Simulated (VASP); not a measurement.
A run of VASP 6.6.1 is set up as follows.

The input POSCAR:

```
Si3B
1.0
    3.6837081016      0.0000000000      0.0000000000
    0.0000000000      3.6837081016      0.0000000000
    0.0000000000      0.0000000000      3.6837081016
Si B
3 1
Direct
    0.0000000000      0.5000000000      0.5000000000
    0.5000000000      0.0000000000      0.5000000000
    0.5000000000      0.5000000000      0.0000000000
    0.0000000000      0.0000000000      0.0000000000
```

File INCAR.step1:

```
SYSTEM = Si3B
  PREC = Accurate
  ENCUT = 600
  ISMEAR = 0
  SIGMA = 0.1
  LREAL = .FALSE.
  LASPH = .TRUE.
  NELM = 60
  GGA = PE
  ALGO = Normal
  EDIFF = 1E-4
  LWAVE = .TRUE.
  LCHARG = .FALSE.
```

The input INCAR.step2:

```
SYSTEM = Si3B
  PREC = Accurate
  ENCUT = 600
  EDIFF = 1E-7
  ISMEAR = 0
  SIGMA = 0.1
  LREAL = .FALSE.
  LASPH = .TRUE.
  NELM = 60
  ALGO = Normal
  ISIF = 3
  LWAVE = .FALSE.
  LCHARG = .FALSE.
  METAGGA = R2SCAN
  LMIXTAU = .TRUE.
  IBRION = 2
  NSW = 90
  EDIFFG = -0.04
  ISTART = 1
```

KPOINTS

```
regular mesh
0
G
  6 6 6
  0 0 0
```

Potentials or basis: VASP PAW PBE potentials, release 64 (Si, B).

Launch:

```console
$ cat potpaw_PBE.64/Si/POTCAR potpaw_PBE.64/B/POTCAR > POTCAR
$ cp INCAR.step1 INCAR
$ mpirun -np 1 vasp_std > vasp.out
$ cp INCAR.step2 INCAR
$ mpirun -np 1 vasp_std > vasp.out
```

(1) Estimate the relaxed volume.

(2) Estimate the space group after relaxing (to 0.05 Å).

(3) Predict the relaxed cell.

Answers

(1) 11.74 Å³/atom.

(2) Pm-3m (No. 221).

(3) a = 3.607 Å, b = 3.607 Å, c = 3.607 Å, α = 90.00°, β = 90.00°, γ = 90.00°.

Caveat: the PAW data sets were made with another functional, which shifts forces and pressure a little.
